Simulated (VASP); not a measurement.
# PtSe2 in VASP: single point with PBE

Aim: the single point of PtSe2 with PBE.

Everything below comes from runs of VASP 6.6.1. Logs are shortened: lines on timing, memory, paths and dates and some standing lists are left out, and cuts for length are marked.

### Step 1. The cell of the first run

The cell holds a sheet with vacuum, 30 atoms: a = 3.727 Å, b = 3.727 Å, c = 66.340 Å, α = 90.00°, β = 90.00°, γ = 120.00°.

### Step 2. Single point, PBE

INCAR

```
PREC = Accurate
ENCUT = 520
EDIFF = 1E-6
ISMEAR = 0
SIGMA = 0.01
LREAL = Auto
LASPH = True
NELM = 60
ALGO = Fast
ISIF = 2
LWAVE = False
LCHARG = False
LDIPOL = True
IDIPOL = 3
DIPOL = 0.5 0.5 0.500
GGA = PE
NBANDS = 131
KPAR = 4
```

KPOINTS

```
Automatic mesh
0
Gamma
  10 10 1
```

POSCAR

```
PtSe2
1.0
    3.7270000000      0.0000000000      0.0000000000
   -1.8635000000      3.2276766799      0.0000000000
    0.0000000000      0.0000000000     66.3400000000
Se Pt
20 10
Direct
    0.6666666667      0.3333333333      0.1356647573
    0.3333333333      0.6666666667      0.1751582756
    0.6666666667      0.3333333333      0.2122399759
    0.3333333333      0.6666666667      0.2517334941
    0.6666666667      0.3333333333      0.2888151945
    0.3333333333      0.6666666667      0.3283087127
    0.6666666667      0.3333333333      0.3653904130
    0.3333333333      0.6666666667      0.4048839313
    0.6666666667      0.3333333333      0.4419656316
    0.3333333333      0.6666666667      0.4814591498
    0.6666666667      0.3333333333      0.5185408502
    0.3333333333      0.6666666667      0.5580343684
    0.6666666667      0.3333333333      0.5951160687
    0.3333333333      0.6666666667      0.6346095870
    0.6666666667      0.3333333333      0.6716912873
    0.3333333333      0.6666666667      0.7111848055
    0.6666666667      0.3333333333      0.7482665059
    0.3333333333      0.6666666667      0.7877600241
    0.6666666667      0.3333333333      0.8248417244
    0.3333333333      0.6666666667      0.8643352427
    0.0000000000      0.0000000000      0.1554115164
    0.0000000000      0.0000000000      0.2319867350
    0.0000000000      0.0000000000      0.3085619536
    0.0000000000      0.0000000000      0.3851371721
    0.0000000000      0.0000000000      0.4617123907
    0.0000000000      0.0000000000      0.5382876093
    0.0000000000      0.0000000000      0.6148628279
    0.0000000000      0.0000000000      0.6914380464
    0.0000000000      0.0000000000      0.7680132650
    0.0000000000      0.0000000000      0.8445884836
```

Potentials or basis: VASP PAW PBE potentials, release 64 (Se, Pt).

Launch:

```
$ cat potpaw_PBE.64/Se/POTCAR potpaw_PBE.64/Pt/POTCAR > POTCAR
$ mpirun -np 4 vasp_std > vasp.out
```

OUTCAR:

```text
PREC = Accurate
   ENCUT = 520
   EDIFF = 1E-6
   ISMEAR = 0
   LREAL = Auto
   LASPH = True
   NELM = 60
   ISIF = 2
   GGA = PE

 ion  position               nearest neighbor table
   1  0.667  0.333  0.136-  21 2.52  21 2.52  21 2.52
   2  0.333  0.667  0.175-  21 2.52  21 2.52  21 2.52
   3  0.667  0.333  0.212-  22 2.52  22 2.52  22 2.52
   4  0.333  0.667  0.252-  22 2.52  22 2.52  22 2.52
   5  0.667  0.333  0.289-  23 2.52  23 2.52  23 2.52
   6  0.333  0.667  0.328-  23 2.52  23 2.52  23 2.52
[... 12 lines left out ...]
  19  0.667  0.333  0.825-  30 2.52  30 2.52  30 2.52
  20  0.333  0.667  0.864-  30 2.52  30 2.52  30 2.52
  21  0.000  0.000  0.155-   1 2.52   1 2.52   1 2.52   2 2.52   2 2.52   2 2.52
  22  0.000  0.000  0.232-   3 2.52   4 2.52   4 2.52   3 2.52   3 2.52   4 2.52
  23  0.000  0.000  0.309-   5 2.52   6 2.52   5 2.52   6 2.52   5 2.52   6 2.52
  24  0.000  0.000  0.385-   7 2.52   7 2.52   7 2.52   8 2.52   8 2.52   8 2.52
  25  0.000  0.000  0.462-   9 2.52  10 2.52  10 2.52   9 2.52   9 2.52  10 2.52
  26  0.000  0.000  0.538-  11 2.52  12 2.52  12 2.52  11 2.52  11 2.52  12 2.52
  27  0.000  0.000  0.615-  14 2.52  14 2.52  14 2.52  13 2.52  13 2.52  13 2.52
  28  0.000  0.000  0.691-  16 2.52  15 2.52  16 2.52  15 2.52  16 2.52  15 2.52
  29  0.000  0.000  0.768-  17 2.52  18 2.52  18 2.52  17 2.52  17 2.52  18 2.52
  30  0.000  0.000  0.845-  20 2.52  20 2.52  20 2.52  19 2.52  19 2.52  19 2.52

  LATTYP: Found a hexagonal cell.
 ALAT       =     3.7270000000
 C/A-ratio  =    17.7998390126

  Lattice vectors:

 A1 = (   3.7270000000,   0.0000000000,   0.0000000000)
 A2 = (  -1.8635000000,   3.2276766799,   0.0000000000)
 A3 = (   0.0000000000,   0.0000000000,  66.3400000000)

Analysis of symmetry for initial positions (statically):
=====================================================================
 Subroutine PRICEL returns:
 Original cell was already a primitive cell.

 Routine SETGRP: Setting up the symmetry group for a
 hexagonal supercell.

 Subroutine GETGRP returns: Found 12 space group operations
 (whereof 12 operations were pure point group operations)
 out of a pool of 24 trial point group operations.

The static configuration has the point symmetry D_3d.

Analysis of symmetry for dynamics (positions and initial velocities):
=====================================================================
 Subroutine PRICEL returns:
 Original cell was already a primitive cell.

 Routine SETGRP: Setting up the symmetry group for a
 hexagonal supercell.

 Subroutine GETGRP returns: Found 12 space group operations
 (whereof 12 operations were pure point group operations)
 out of a pool of 24 trial point group operations.

The dynamic configuration has the point symmetry D_3d.

 Subroutine INISYM returns: Found 12 space group operations
 (whereof 12 operations are pure point group operations),
 and found     1 'primitive' translations

----------------------------------------------------------------------------------------

                                     Primitive cell

  volume of cell :     798.0404

  direct lattice vectors                    reciprocal lattice vectors
     3.727000000  0.000000000  0.000000000     0.268312316  0.154910188  0.000000000
    -1.863500000  3.227676680  0.000000000     0.000000000  0.309820375  0.000000000
     0.000000000  0.000000000 66.340000000     0.000000000  0.000000000  0.015073862

  length of vectors
     3.727000000  3.727000000 66.340000000     0.309820375  0.309820375  0.015073862

  position of ions in fractional coordinates (direct lattice)
     0.666666667  0.333333333  0.135664757
     0.333333333  0.666666667  0.175158276
     0.666666667  0.333333333  0.212239976
     0.333333333  0.666666667  0.251733494
     0.666666667  0.333333333  0.288815195
     0.333333333  0.666666667  0.328308713
[... 22 lines left out ...]
     0.000000000  0.000000000  0.768013265
     0.000000000  0.000000000  0.844588484

  ion indices of the primitive-cell ions
   primitive index   ion index
                 1           1
                 2           2
                 3           3
                 4           4
                 5           5
                 6           6
[... 22 lines left out ...]
                29          29
                30          30

----------------------------------------------------------------------------------------

 KPOINTS: Automatic mesh

Automatic generation of k-mesh.
 Grid dimensions read from file:
 generate k-points for:   10   10    1

 Generating k-lattice:

  Cartesian coordinates                     Fractional coordinates (reciprocal lattice)
     0.026831232  0.015491019  0.000000000     0.100000000  0.000000000  0.000000000
     0.000000000  0.030982038  0.000000000     0.000000000  0.100000000  0.000000000
     0.000000000  0.000000000  0.015073862     0.000000000  0.000000000  1.000000000

  Length of vectors
     0.030982038  0.030982038  0.015073862

  Shift w.r.t. Gamma in fractional coordinates (k-lattice)
     0.000000000  0.000000000  0.000000000

 Subroutine IBZKPT returns following result:
 ===========================================

 Found     14 irreducible k-points:

 Following reciprocal coordinates:
            Coordinates               Weight
  0.000000  0.000000  0.000000      1.000000
  0.100000  0.000000  0.000000      6.000000
  0.200000  0.000000  0.000000      6.000000
  0.300000 -0.000000  0.000000      6.000000
  0.400000  0.000000  0.000000      6.000000
  0.500000  0.000000  0.000000      3.000000
  0.100000  0.100000  0.000000      6.000000
  0.200000  0.100000  0.000000     12.000000
  0.300000  0.100000  0.000000     12.000000
  0.400000  0.100000  0.000000     12.000000
  0.200000  0.200000  0.000000      6.000000
  0.300000  0.200000  0.000000     12.000000
  0.400000  0.200000  0.000000      6.000000
  0.300000  0.300000  0.000000      6.000000
   k-points           NKPTS =     14   k-points in BZ     NKDIM =     14   number of bands    NBANDS=    131
   number of dos      NEDOS =    301   number of ions     NIONS =     30
   total plane-waves  NPLWV = 392000
   dimension x,y,z NGX =    28 NGY =   28 NGZ =  500
   dimension x,y,z NGXF=    56 NGYF=   56 NGZF= 1000
   ions per type =              20  10
   NGX,Y,Z   is equivalent  to a cutoff of  12.49, 12.49, 12.53 a.u.
   NGXF,Y,Z  is equivalent  to a cutoff of  24.98, 24.98, 25.06 a.u.
 SYSTEM =  unknown system
   PREC   = accura    normal or accurate (medium, high low for compatibility)
   ISTART =      0    job   : 0-new  1-cont  2-samecut
   ICHARG =      2    charge: 1-file 2-atom 10-const
   ISPIN  =      1    spin polarized calculation?
   LNONCOLLINEAR =      F non collinear calculations
   LSORBIT =      F    spin-orbit coupling
   LASPH  =      T    aspherical Exc in radial PAW
   ENCUT  =  520.0 eV  38.22 Ry    6.18 a.u.   6.93  6.93123.35*2*pi/ulx,y,z
   NELM   =     60;   NELMIN=  2; NELMDL= -5     # of ELM steps
   EDIFF  = 0.1E-05   stopping-criterion for ELM
   LREAL  =      T    real-space projection
   EDIFFG = 0.1E-04   stopping-criterion for IOM
   NSW    =      0    number of steps for IOM
   IBRION =     -1    ionic relax: 0-MD 1-quasi-New 2-CG
   NFREE  =      0    steps in history (QN), initial steepest desc. (CG)
   ISIF   =      2    stress and relaxation
   ISYM   =      2    0-nonsym 1-usesym 2-fastsym
   POTIM  = 0.5000    time-step for ionic-motion
   TEBEG  =    0.0;   TEEND  =   0.0 temperature during run
   PSTRESS=    0.0 pullay stress
   NELECT =     220.0000    total number of electrons
   NUPDOWN=      -1.0000    fix difference up-down
   EMIN   =  10.00;   EMAX   =-10.00  energy-range for DOS
   EFERMI =   0.00;   METHOD = LEGACY
   ISMEAR =     0;   SIGMA  =   0.01  broadening in eV -4-tet -1-fermi 0-gaus
   EFERMI_NEDOS =   21; number of points for ismear=-14 and -15
   IALGO  =     68    algorithm
   IMIX   =      4    mixing-type and parameters
     AMIX     =   0.40;   BMIX     =  1.00
     AMIX_MAG =   1.60;   BMIX_MAG =  1.00
  volume/ion in A,a.u.               =      26.60       179.51
  Fermi-wavevector in a.u.,A,eV,Ry     =   1.065469  2.013444 15.445659  1.135224
  Thomas-Fermi vector in A             =   2.201021
   LORBIT       =      0    0 simple, 1 ext, 2 COOP (PROOUT), +10 PAW based schemes
   GGA     = PE    functional components
   LHFCALC =     F    Hartree Fock is set to
   AEXX    =    0.0000 exact exchange contribution
   IVDW    =     0    specifies the selected vdW correction
   LEPSILON=     F    determine dielectric tensor
   LRPA    =     F    only Hartree local field effects (RPA)
 non-spin polarized calculation
 RMM-DIIS sequential band-by-band and
 Gauss-broadening in eV      SIGMA  =   0.01
  energy-cutoff  :      520.00
  volume of cell :      798.04
 maximum number of plane-waves:     21568
 NGX is ok and might be reduce to    28
   NGX = 13   NGY = 13   NGZ =247

 dipolmoment           0.000000      0.000000      0.000000 electrons x Angstroem

 number of electron     219.9999980 magnetization

 dipolmoment           0.000000      0.000000     -0.000000 electrons x Angstroem

 Free energy of the ion-electron system (eV)
  ---------------------------------------------------
  ext. energy  EPLUGINS =         0.00000000
  ---------------------------------------------------
  free energy    TOTEN  =      -142.27141730 eV

  energy without entropy =     -142.27081893  energy(sigma->0) =     -142.27111812

 E-fermi :   3.8256     XC(G=0):  -8.3475

 val. band max:        3.8145134305   @ k =   0.3000   0.3000   0.0000
 cond. band min:       3.8319481873   @ k =   0.3000   0.2000   0.0000
 fundamental gap:      0.0174347568
 Fermi energy:         3.8256361338

 k-point     1 :       0.0000    0.0000    0.0000
  band No.  band energies     occupation
      1     -11.7277      2.00000
      2     -11.7100      2.00000
      3     -11.6508      2.00000
      4     -11.5843      2.00000
      5     -11.5000      2.00000
      6     -11.4033      2.00000
[... 1739 lines left out ...]
    121       4.9010      0.00000
    122       4.9085      0.00000
 [bands above 122 left out]

------------------------ aborting loop because EDIFF is reached ----------------------------------------

 vacuum level on the upper side and lower side of the slab       (xc-potential included)        -0.006        -0.006

  FORCE on cell =-STRESS in cart. coord.  units (eV):
  Direction    XX          YY          ZZ          XY          YZ          ZX
  --------------------------------------------------------------------------------------
  -------------------------------------------------------------------------------------
  Total       17.5285815     17.5285815      9.1882773      0.0000000      0.0000000      0.0000000
  in kB       35.1910699     35.1910699     18.4467471      0.0000000      0.0000000      0.0000000
  external PRESSURE =      29.6096290 kB  Pullay stress =       0.0000000 kB

 VOLUME and BASIS-vectors are now :
 -----------------------------------------------------------------------------
  energy-cutoff  :      520.00
  volume of cell :      798.04
      direct lattice vectors                 reciprocal lattice vectors
     3.727000000  0.000000000  0.000000000     0.268312316  0.154910188  0.000000000
    -1.863500000  3.227676680  0.000000000     0.000000000  0.309820375  0.000000000
     0.000000000  0.000000000 66.340000000     0.000000000  0.000000000  0.015073862

 POSITION                                       TOTAL-FORCE (eV/Angst)
 -----------------------------------------------------------------------------------
      1.86350      1.07589      9.00000        -0.000000      0.000000     -0.238980
     -0.00000      2.15178     11.62000        -0.000000      0.000000     -0.125368
      1.86350      1.07589     14.08000         0.000000     -0.000000      0.006486
     -0.00000      2.15178     16.70000         0.000000     -0.000000      0.003295
      1.86350      1.07589     19.16000         0.000000      0.000000     -0.019633
     -0.00000      2.15178     21.78000         0.000000      0.000000      0.015793
[... 22 lines left out ...]
      0.00000      0.00000     50.95000        -0.000000     -0.000000     -0.008308
      0.00000      0.00000     56.03000        -0.000000     -0.000000     -0.163452
 -----------------------------------------------------------------------------------
    total drift:                               -0.000000      0.000000      0.000000

  FREE ENERGIE OF THE ION-ELECTRON SYSTEM (eV)
  ---------------------------------------------------
  free  energy   TOTEN  =      -142.2714173009 eV

  energy  without entropy=     -142.2708189306  energy(sigma->0) =     -142.27111812

 vacuum level on the upper side and lower side of the slab         8.534         8.534
```

Wall time 37 min (4 MPI ranks of Oxide Virtual Turin-like, shared host); peak memory 1.4 GiB.

What came out:

```yaml
Free_energy: -142.2714 eV
Largest_force: 0.239 eV/Å
Band_gap_on_the_k_mesh: zero (bands 110 and 111 overlap by 0.54 eV)
```

Forces on the atoms (eV/Å):
```
Se   0.000  0.000 -0.239
Se   0.000  0.000 -0.125
Se   0.000  0.000  0.006
Se   0.000  0.000  0.003
Se   0.000  0.000 -0.020
Se   0.000  0.000  0.016
Se   0.000  0.000 -0.023
Se   0.000  0.000  0.013
Se   0.000  0.000 -0.029
Se   0.000  0.000  0.027
Se   0.000  0.000 -0.027
Se   0.000  0.000  0.029
Se   0.000  0.000 -0.013
Se   0.000  0.000  0.023
Se   0.000  0.000 -0.016
Se   0.000  0.000  0.020
Se   0.000  0.000 -0.003
Se   0.000  0.000 -0.006
Se   0.000  0.000  0.125
Se   0.000  0.000  0.239
Pt   0.000  0.000  0.163
Pt   0.000  0.000  0.008
Pt   0.000  0.000  0.010
Pt   0.000  0.000 -0.002
Pt   0.000  0.000 -0.004
Pt   0.000  0.000  0.004
Pt   0.000  0.000  0.002
Pt   0.000  0.000 -0.010
Pt   0.000  0.000 -0.008
Pt   0.000  0.000 -0.163
```

Levels at points of the mesh, in eV from the Fermi level:
| k point | band 106 | band 107 | band 108 | band 109 | band 110 | band 111 | band 112 | band 113 | band 114 | band 115 |
| --- | --- | --- | --- | --- | --- | --- | --- | --- | --- | --- |
| (0.00, 0.00, 0.00) | -0.70 | -0.37 | -0.05 | 0.21 | 0.41 | 1.31 | 1.31 | 1.36 | 1.36 | 1.47 |
| (0.50, 0.00, 0.00) | -2.16 | -1.91 | -1.70 | -1.53 | -1.40 | 0.59 | 0.68 | 0.84 | 0.85 | 0.91 |

Caveat: spin-orbit coupling is left out, which moves the levels of the heavy elements.
